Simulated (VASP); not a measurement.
Here is a VASP 6.6.1 calculation.

INCAR

```
SYSTEM = TiCo
ALGO     = Normal         ! electronic algorithm
EDIFF    = 1E-6           ! SCF threshold, eV
ENCUT    = 520            ! plane-wave cutoff, eV
GGA      = PS             ! functional
ISIF     = 2              ! what is computed and relaxed
ISMEAR   = 0              ! smearing method
ISPIN    = 2              ! spin polarisation
LASPH    = .TRUE.         ! aspherical terms in the spheres
LCHARG   = .FALSE.        ! write CHGCAR
LMAXMIX  = 4              ! l up to which the mixer works
LORBIT   = 11             ! projections on sites
LREAL    = .FALSE.        ! projectors in reciprocal space
LWAVE    = .FALSE.        ! write WAVECAR
MAGMOM   = 0 0.73         ! initial moments
NBANDS   = 22             ! bands
NELM     = 150            ! most SCF steps
PREC     = Accurate       ! precision mode
SIGMA    = 0.1            ! smearing width, eV
```

KPOINTS

```
k-points
0
G
  14 14 14
  0 0 0
```

Contents of POSCAR:

```
TiCo
1.0
    2.9178510998      0.0000000000      0.0000000000
    0.0000000000      2.9178510998      0.0000000000
    0.0000000000      0.0000000000      2.9178510998
Ti Co
1 1
Direct
    0.0000000000      0.0000000000      0.0000000000
    0.5000000000      0.5000000000      0.5000000000
```

Potentials or basis: VASP PAW PBE potentials, release 64 (Ti_sv, Co).

The run is started by

```console
$ cat potpaw_PBE.64/Ti_sv/POTCAR potpaw_PBE.64/Co/POTCAR > POTCAR
$ mpirun -np 1 vasp_std > vasp.out
```

(1) What does it give for the pressure?

(2) Predict the site moments.

(3) Predict the net moment.

## Answers

(1) 3.4 GPa.

(2) Ti -0.01; Co +0.53 μB.

(3) 0.51 μB per cell.

Caveat: the cell stands under pressure; the PAW data sets were made with another functional, which shifts forces and pressure a little.
